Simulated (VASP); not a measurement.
Here is a VASP 6.6.1 calculation.

File POSCAR:

```
SiC
1.0
    0.0000000000      2.1790000000      2.1790000000
    2.1790000000      0.0000000000      2.1790000000
    2.1790000000      2.1790000000      0.0000000000
Si C
1 1
Direct
    0.0000000000      0.0000000000      0.0000000000
    0.2500000000      0.2500000000      0.2500000000
```

Contents of INCAR.step1:

```
ALGO = Normal
EDIFF = 1E-4
ENCUT = 520
GGA = PE
ISMEAR = 0
LASPH = True
LCHARG = False
LREAL = False
LWAVE = True
NBANDS = 11
NELM = 60
PREC = Accurate
SIGMA = 0.01
```

File INCAR.step2:

```
ALGO = Normal
EDIFF = 1E-7
ENCUT = 520
ISIF = 2
ISMEAR = 0
ISTART = 1
LASPH = True
LCHARG = True
LELF = True
LMIXTAU = True
LREAL = False
LVHAR = True
LWAVE = False
METAGGA = R2SCAN
NBANDS = 11
NELM = 60
PREC = Accurate
SIGMA = 0.01
```

The input KPOINTS:

```
k-points
0
Gamma
  6 6 6
```

Potentials or basis: VASP PAW PBE potentials, release 64 (Si, C).

Command:

```bash
$ cat potpaw_PBE.64/Si/POTCAR potpaw_PBE.64/C/POTCAR > POTCAR
$ cp INCAR.step1 INCAR
$ mpirun -np 1 vasp_std > vasp.out
$ cp INCAR.step2 INCAR
$ mpirun -np 1 vasp_std > vasp.out
```

(1) Predict the pressure.

(2) Estimate the band gap on the k mesh.

## Answers

(1) -0.4 GPa.

(2) 1.72 eV, indirect (least direct gap 5.06 eV).

Caveat: the PAW data sets were made with another functional, which shifts forces and pressure a little.

**Experimental background.**

From “Insight into the structural, elastic and electronic properties of a new orthorhombic 6O-SiC polytype”, 2020, pmc:7200658, for a bulk crystal of SiC: band gap 2.4 eV (indirect).

Against the measured gap of SiC, 2.4 eV (indirect; quoted in “Insight into the structural, elastic and electronic properties of a new orthorhombic 6O-SiC polytype”, 2020, pmc:7200658), the calculated 1.72 eV is off by -0.68 eV. The value is that of r2SCAN on a finite k mesh, which can miss the band edges, without temperature or zero-point motion.
